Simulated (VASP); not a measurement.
# Sr (Pm-3m) in VASP: a series of runs

Sr is run at these levels: PBE; tasks: single point.

Program: VASP 6.6.1. These are calculated values, not measurements. Logs are shortened: lines on timing, memory, paths and dates and some standing lists are left out, and cuts for length are marked.

## (1) The cell of the first run

It takes space group Pm-3m (No. 221, cubic). The conventional cell has a = 3.857 Å, b = 3.857 Å, c = 3.857 Å, α = 90.00°, β = 90.00°, γ = 90.00°. Sr (site symmetry m-3m) has 6 Sr at 3.86 Å within 5.1 Å.

This isn't the form of Sr at room conditions, which is fcc.

## (2) Single point, PBE

File INCAR:

```
SYSTEM = Sr
ALGO = Normal
EDIFF = 1E-6
ENCUT = 520
GGA = PE
ISIF = 2
ISMEAR = -1
LASPH = .TRUE.
LCHARG = .TRUE.
LELF = .TRUE.
LREAL = .FALSE.
LVHAR = .TRUE.
LWAVE = .FALSE.
NBANDS = 11
NELM = 80
PREC = Accurate
SIGMA = 0.06122561905347299
```

File KPOINTS:

```
k-points
0
G
  28 28 28
  0 0 0
```

File POSCAR:

```
Sr
1.0
    3.8571876747      0.0000000000      0.0000000000
    0.0000000000      3.8571876747      0.0000000000
    0.0000000000      0.0000000000      3.8571876747
Sr
1
Direct
    0.0000000000      0.0000000000      0.0000000000
```

Potentials or basis: VASP PAW PBE potentials, release 64 (Sr_sv).

Launch:

```bash
$ cat potpaw_PBE.64/Sr_sv/POTCAR > POTCAR
$ mpirun -np 1 vasp_std > vasp.out
```

OUTCAR:

```text
SYSTEM = Sr
   EDIFF = 1E-6
   ENCUT = 520
   GGA = PE
   ISIF = 2
   ISMEAR = -1
   LASPH = .TRUE.
   LREAL = .FALSE.
   NELM = 80
   PREC = Accurate

 ion  position               nearest neighbor table
   1  0.000  0.000  0.000-

  LATTYP: Found a simple cubic cell.
 ALAT       =     3.8571876747

  Lattice vectors:

 A1 = (   3.8571876747,   0.0000000000,   0.0000000000)
 A2 = (   0.0000000000,   3.8571876747,   0.0000000000)
 A3 = (   0.0000000000,   0.0000000000,   3.8571876747)

Analysis of symmetry for initial positions (statically):
=====================================================================
 Subroutine PRICEL returns:
 Original cell was already a primitive cell.

 Routine SETGRP: Setting up the symmetry group for a
 simple cubic supercell.

 Subroutine GETGRP returns: Found 48 space group operations
 (whereof 48 operations were pure point group operations)
 out of a pool of 48 trial point group operations.

The static configuration has the point symmetry O_h .

Analysis of symmetry for dynamics (positions and initial velocities):
=====================================================================
 Subroutine PRICEL returns:
 Original cell was already a primitive cell.

 Routine SETGRP: Setting up the symmetry group for a
 simple cubic supercell.

 Subroutine GETGRP returns: Found 48 space group operations
 (whereof 48 operations were pure point group operations)
 out of a pool of 48 trial point group operations.

The dynamic configuration has the point symmetry O_h .

 Subroutine INISYM returns: Found 48 space group operations
 (whereof 48 operations are pure point group operations),
 and found     1 'primitive' translations

----------------------------------------------------------------------------------------

                                     Primitive cell

  volume of cell :      57.3868

  direct lattice vectors                    reciprocal lattice vectors
     3.857187675  0.000000000  0.000000000     0.259256247  0.000000000  0.000000000
     0.000000000  3.857187675  0.000000000     0.000000000  0.259256247  0.000000000
     0.000000000  0.000000000  3.857187675     0.000000000  0.000000000  0.259256247

  length of vectors
[... 81 lines left out ...]
   LREAL  =      F    real-space projection
   EDIFFG = 0.1E-04   stopping-criterion for IOM
   NSW    =      0    number of steps for IOM
   IBRION =     -1    ionic relax: 0-MD 1-quasi-New 2-CG
   NFREE  =      0    steps in history (QN), initial steepest desc. (CG)
   ISIF   =      2    stress and relaxation
   ISYM   =      2    0-nonsym 1-usesym 2-fastsym
   POTIM  = 0.5000    time-step for ionic-motion
   TEBEG  =    0.0;   TEEND  =   0.0 temperature during run
   PSTRESS=    0.0 pullay stress
   NELECT =      10.0000    total number of electrons
   NUPDOWN=      -1.0000    fix difference up-down
   EMIN   =  10.00;   EMAX   =-10.00  energy-range for DOS
   EFERMI =   0.00;   METHOD = LEGACY
   ISMEAR =    -1;   SIGMA  =   0.06  broadening in eV -4-tet -1-fermi 0-gaus
   EFERMI_NEDOS =   21; number of points for ismear=-14 and -15
   IALGO  =     38    algorithm
   IMIX   =      4    mixing-type and parameters
     AMIX     =   0.40;   BMIX     =  1.00
     AMIX_MAG =   1.60;   BMIX_MAG =  1.00
  volume/ion in A,a.u.               =      57.39       387.27
  Fermi-wavevector in a.u.,A,eV,Ry     =   0.914402  1.727970 11.376265  0.836132
  Thomas-Fermi vector in A             =   2.039025
   LORBIT       =      0    0 simple, 1 ext, 2 COOP (PROOUT), +10 PAW based schemes
   GGA     = PE    functional components
   LHFCALC =     F    Hartree Fock is set to
   AEXX    =    0.0000 exact exchange contribution
   IVDW    =     0    specifies the selected vdW correction
   LEPSILON=     F    determine dielectric tensor
   LRPA    =     F    only Hartree local field effects (RPA)
 non-spin polarized calculation
  energy-cutoff  :      520.00
  volume of cell :       57.39
 maximum number of plane-waves:      1568
 NGX is ok and might be reduce to    30
   NGX = 15   NGY = 15   NGZ = 15

 number of electron      10.0000000 magnetization

 Free energy of the ion-electron system (eV)
  ---------------------------------------------------
  ext. energy  EPLUGINS =         0.00000000
  ---------------------------------------------------
  free energy    TOTEN  =        -1.25871108 eV

  energy without entropy =       -1.24371253  energy(sigma->0) =       -1.25121180

 E-fermi :   1.2914     XC(G=0):  -7.2069

 val. band max:        1.2833816106   @ k =   0.4643   0.2857   0.0000
 cond. band min:       1.2998711201   @ k =   0.4643   0.2857   0.0357
 fundamental gap:      0.0164895095
 Fermi energy:         1.2913598110

 k-point     1 :       0.0000    0.0000    0.0000
  band No.  band energies     occupation
      1     -35.5503      2.00000
      2     -17.4041      2.00000
      3     -17.4041      2.00000
      4     -17.4041      2.00000
      5      -2.0964      2.00000
      6       2.0190      0.00001
      7       2.0190      0.00001
      8       6.1948      0.00000
      9       6.1948      0.00000
     10       6.1948      0.00000
     11       8.6339      0.00000
[... 309 lines left out ...]
 k-point    24 :       0.3214    0.0357    0.0000
  band No.  band energies     occupation
      1     -35.5376      2.00000
      2     -17.6011      2.00000
      3     -17.3906      2.00000
      4     -17.3869      2.00000
      5      -0.8808      2.00000
      6       1.9514      0.00004
      7       2.4110      0.00000
      8       4.6928      0.00000
      9       4.7366      0.00000
     10       6.2970      0.00000
     11       6.8399      0.00000

 [... further k-points ...]

------------------------ aborting loop because EDIFF is reached ----------------------------------------

  FORCE on cell =-STRESS in cart. coord.  units (eV):
  Direction    XX          YY          ZZ          XY          YZ          ZX
  --------------------------------------------------------------------------------------
  -------------------------------------------------------------------------------------
  Total       -0.0117165     -0.0117165     -0.0117165     -0.0000000     -0.0000000     -0.0000000
  in kB       -0.3271129     -0.3271129     -0.3271129     -0.0000000     -0.0000000     -0.0000000
  external PRESSURE =      -0.3271129 kB  Pullay stress =       0.0000000 kB

 VOLUME and BASIS-vectors are now :
 -----------------------------------------------------------------------------
  energy-cutoff  :      520.00
  volume of cell :       57.39
      direct lattice vectors                 reciprocal lattice vectors
     3.857187675  0.000000000  0.000000000     0.259256247  0.000000000  0.000000000
     0.000000000  3.857187675  0.000000000     0.000000000  0.259256247  0.000000000
     0.000000000  0.000000000  3.857187675     0.000000000  0.000000000  0.259256247

 POSITION                                       TOTAL-FORCE (eV/Angst)
 -----------------------------------------------------------------------------------
      0.00000      0.00000      0.00000         0.000000      0.000000      0.000000
 -----------------------------------------------------------------------------------
    total drift:                                0.000000      0.000000     -0.000000

  FREE ENERGIE OF THE ION-ELECTRON SYSTEM (eV)
  ---------------------------------------------------
  free  energy   TOTEN  =        -1.2587110825 eV

  energy  without entropy=       -1.2437125266  energy(sigma->0) =       -1.25121180
```

stdout:

```text
POSCAR found type information on POSCAR Sr
 POSCAR found :  1 types and       1 ions
 scaLAPACK will be used
 LDA part: xc-table for (Slater+PW92), standard interpolation
 POSCAR, INCAR and KPOINTS ok, starting setup
 FFT: planning ... GRIDC
 FFT: planning ... GRID_SOFT
 FFT: planning ... GRID
 WAVECAR not read
 entering main loop
```

Run time: 7.4 min. Hardware: 1 thread of Intel Xeon 8259CL, shared host; peak memory 0.52 GiB.

What came out:

```
Free energy            : -1.2587 eV
Pressure               : 0.0 GPa
Band gap on the k mesh : zero (bands 5 and 6 overlap by 0.84 eV)
```

[end of part 1 of 2]

The gap in the log of VASP goes by the Fermi energy; the results here count the filled bands.